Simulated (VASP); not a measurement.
# Re (Fm-3m) in VASP: a series of runs, part 4 of 4

VASP 6.6.1. The steps go on from the part before.

## (6) Single point, r2SCAN

This run uses another cell than the first one, of 14.98 Å³/atom.

POSCAR

```
Re
1.0
    0.0000000000      1.9565336224      1.9565336224
    1.9565336224      0.0000000000      1.9565336224
    1.9565336224      1.9565336224      0.0000000000
Re
1
Direct
    0.0000000000      0.0000000000      0.0000000000
```

INCAR.step1

```
PREC = Accurate
ENCUT = 520
ISMEAR = 0
SIGMA = 0.05
LREAL = F
LASPH = T
NELM = 60
NBANDS = 10
GGA = PE
ALGO = Normal
EDIFF = 1E-4
LWAVE = T
LCHARG = F
```

INCAR.step2

```
PREC = Accurate
ENCUT = 520
EDIFF = 1E-6
ISMEAR = 0
SIGMA = 0.05
LREAL = F
LASPH = T
NELM = 60
ALGO = Normal
ISIF = 2
LWAVE = F
LCHARG = F
METAGGA = R2SCAN
LMIXTAU = T
NBANDS = 10
ISTART = 1
```

KPOINTS

```
Automatic mesh
0
Gamma
  18 18 18
```

Potentials or basis: VASP PAW PBE potentials, release 64 (Re).

Run with:

```sh
$ cat potpaw_PBE.64/Re/POTCAR > POTCAR
$ cp INCAR.step1 INCAR
$ mpirun -np 1 vasp_std > vasp.out
$ cp INCAR.step2 INCAR
$ mpirun -np 1 vasp_std > vasp.out
```

OUTCAR:

```text
PREC = Accurate
   ENCUT = 520
   EDIFF = 1E-6
   ISMEAR = 0
   LREAL = F
   LASPH = T
   NELM = 60
   ISIF = 2
   METAGGA = R2SCAN
   ISTART = 1

 ion  position               nearest neighbor table
   1  0.000  0.000  0.000-

  LATTYP: Found a face centered cubic cell.
 ALAT       =     3.9130672448

  Lattice vectors:

 A1 = (   0.0000000000,   1.9565336224,   1.9565336224)
 A2 = (   1.9565336224,   0.0000000000,   1.9565336224)
 A3 = (   1.9565336224,   1.9565336224,   0.0000000000)

Analysis of symmetry for initial positions (statically):
=====================================================================
 Subroutine PRICEL returns:
 Original cell was already a primitive cell.

 Routine SETGRP: Setting up the symmetry group for a
 face centered cubic supercell.

 Subroutine GETGRP returns: Found 48 space group operations
 (whereof 48 operations were pure point group operations)
 out of a pool of 48 trial point group operations.

The static configuration has the point symmetry O_h .

Analysis of symmetry for dynamics (positions and initial velocities):
=====================================================================
 Subroutine PRICEL returns:
 Original cell was already a primitive cell.

 Routine SETGRP: Setting up the symmetry group for a
 face centered cubic supercell.

 Subroutine GETGRP returns: Found 48 space group operations
 (whereof 48 operations were pure point group operations)
 out of a pool of 48 trial point group operations.

The dynamic configuration has the point symmetry O_h .

 Subroutine INISYM returns: Found 48 space group operations
 (whereof 48 operations are pure point group operations),
 and found     1 'primitive' translations

----------------------------------------------------------------------------------------

                                     Primitive cell

  volume of cell :      14.9793

[... 110 lines left out ...]
   LORBIT       =      0    0 simple, 1 ext, 2 COOP (PROOUT), +10 PAW based schemes
   METAGGA = R2SCAN    functional components
   LHFCALC =     F    Hartree Fock is set to
   AEXX    =    0.0000 exact exchange contribution
   IVDW    =     0    specifies the selected vdW correction
   LEPSILON=     F    determine dielectric tensor
   LRPA    =     F    only Hartree local field effects (RPA)
 non-spin polarized calculation
 Gauss-broadening in eV      SIGMA  =   0.05
  energy-cutoff  :      520.00
  volume of cell :       14.98
 maximum number of plane-waves:       419
 NGX is ok and might be reduce to    24
   NGX = 11   NGY = 11   NGZ = 11

 number of electron       7.0000001 magnetization

 Free energy of the ion-electron system (eV)
  ---------------------------------------------------
  ext. energy  EPLUGINS =         0.00000000
  ---------------------------------------------------
  free energy    TOTEN  =       -52.38673957 eV

  energy without entropy =      -52.38559604  energy(sigma->0) =      -52.38616781

 E-fermi :   7.7478     XC(G=0): -14.8840

 val. band max:        7.7471786561   @ k =  -0.4444   0.3889   0.0000
 cond. band min:       7.7536257523   @ k =  -0.3889   0.2778   0.0556
 fundamental gap:      0.0064470962
 Fermi energy:         7.7478413808

 k-point     1 :       0.0000    0.0000    0.0000
  band No.  band energies     occupation
      1      -2.7576      2.00000
      2       5.7825      2.00000
      3       5.7825      2.00000
      4       5.7825      2.00000
      5       9.1008      0.00000
      6       9.1008      0.00000
      7      22.2550      0.00000
      8      28.2546      0.00000
      9      28.2546      0.00000
     10      28.2546      0.00000
[... 287 lines left out ...]
 k-point    24 :      -0.2222    0.0556    0.0000
  band No.  band energies     occupation
      1      -0.3705      2.00000
      2       4.7640      2.00000
      3       6.2771      2.00000
      4       6.4156      2.00000
      5       8.6409      0.00000
      6       9.6974      0.00000
      7      22.6866      0.00000
      8      26.0819      0.00000
      9      31.1789      0.00000
     10      32.4380      0.00000

 [... further k-points ...]

------------------------ aborting loop because EDIFF is reached ----------------------------------------

  FORCE on cell =-STRESS in cart. coord.  units (eV):
  Direction    XX          YY          ZZ          XY          YZ          ZX
  --------------------------------------------------------------------------------------
  -------------------------------------------------------------------------------------
  Total       -0.5427667     -0.5427667     -0.5427667      0.0000000     -0.0000000      0.0000000
  in kB      -58.0539539    -58.0539539    -58.0539539      0.0000000     -0.0000000      0.0000000
  external PRESSURE =     -58.0539539 kB  Pullay stress =       0.0000000 kB

 VOLUME and BASIS-vectors are now :
 -----------------------------------------------------------------------------
  energy-cutoff  :      520.00
  volume of cell :       14.98
      direct lattice vectors                 reciprocal lattice vectors
     0.000000000  1.956533622  1.956533622    -0.255554003  0.255554003  0.255554003
     1.956533622  0.000000000  1.956533622     0.255554003 -0.255554003  0.255554003
     1.956533622  1.956533622  0.000000000     0.255554003  0.255554003 -0.255554003

 POSITION                                       TOTAL-FORCE (eV/Angst)
 -----------------------------------------------------------------------------------
      0.00000      0.00000      0.00000         0.000000      0.000000      0.000000
 -----------------------------------------------------------------------------------
    total drift:                               -0.000000      0.000000      0.000000

  FREE ENERGIE OF THE ION-ELECTRON SYSTEM (eV)
  ---------------------------------------------------
  free  energy   TOTEN  =       -52.3867395726 eV

  energy  without entropy=      -52.3855960402  energy(sigma->0) =      -52.38616781
```

OUTCAR.step1:

```text
PREC = Accurate
   ENCUT = 520
   ISMEAR = 0
   LREAL = F
   LASPH = T
[... 528 lines left out ...]

 POSITION                                       TOTAL-FORCE (eV/Angst)
 -----------------------------------------------------------------------------------
      0.00000      0.00000      0.00000         0.000000      0.000000      0.000000
 -----------------------------------------------------------------------------------
    total drift:                               -0.000000      0.000000      0.000000

  FREE ENERGIE OF THE ION-ELECTRON SYSTEM (eV)
  ---------------------------------------------------
  free  energy   TOTEN  =       -12.3616206382 eV

  energy  without entropy=      -12.3605633516  energy(sigma->0) =      -12.36109199
```

It took 2.9 min on 1 thread of AMD EPYC 7R13, shared host; peak memory 0.14 GiB.

Results:

| Property | Result |
| --- | --- |
| Free energy | -52.3867 eV |
| Pressure | -5.8 GPa |
| Band gap on the k mesh | zero (an odd number of electrons rules out a gap without spin polarisation) |

Levels at points of the mesh, in eV from the Fermi level:
| k point | band 1 | band 2 | band 3 | band 4 | band 5 | band 6 | band 7 | band 8 | band 9 |
| --- | --- | --- | --- | --- | --- | --- | --- | --- | --- |
| (0.00, 0.00, 0.00) | -10.51 | -1.97 | -1.97 | -1.97 | 1.35 | 1.35 | 14.51 | 20.51 | 20.51 |
| (0.50, 0.00, 0.00) | -7.08 | -2.12 | -2.12 | 0.08 | 3.86 | 3.86 | 10.22 | 14.00 | 20.93 |
| (0.50, 0.50, 0.00) | -6.95 | -6.13 | 2.76 | 3.86 | 4.56 | 4.56 | 12.76 | 12.76 | 13.46 |

Caveat: the cell stands under tension; the PAW data sets were made with another functional, which shifts forces and pressure a little; spin-orbit coupling is left out, which moves the levels of the heavy elements.

## (7) The runs side by side

| level | cell | k mesh | gap on the mesh (eV) | pressure (GPa) |
| --- | --- | --- | --- | --- |
| PBE | a = 2.792 Å, angles 60.0°, 1 atom | 8 × 8 × 8 | none | -9.8 |
| PBE | a = 2.767 Å, angles 60.0°, 1 atom | 8 × 8 × 8 | none | -0.5 |
| r2SCAN | a = 2.732 Å, angles 60.0°, 1 atom | 18 × 18 × 18 | none | 9.6 |
| r2SCAN | a = 2.753 Å, angles 60.0°, 1 atom | 18 × 18 × 18 | none | 0.0 |
| r2SCAN | a = 2.767 Å, angles 60.0°, 1 atom | 18 × 18 × 18 | none | -5.8 |

Alike in all rows: task single point; potentials or basis VASP PAW PBE potentials, release 64 (Re); no spin polarisation; cutoff (eV) 520; smearing gaussian 0.05 eV.

Caveats: spin-orbit coupling is left out, which moves the levels of the heavy elements; the PAW data sets were made with another functional, which shifts forces and pressure a little (at least some runs); the cell stands under tension (at least some runs); the cell stands under pressure (at least some runs).

Total energies depend on the potentials used, so only differences within one code and one set of settings carry meaning.
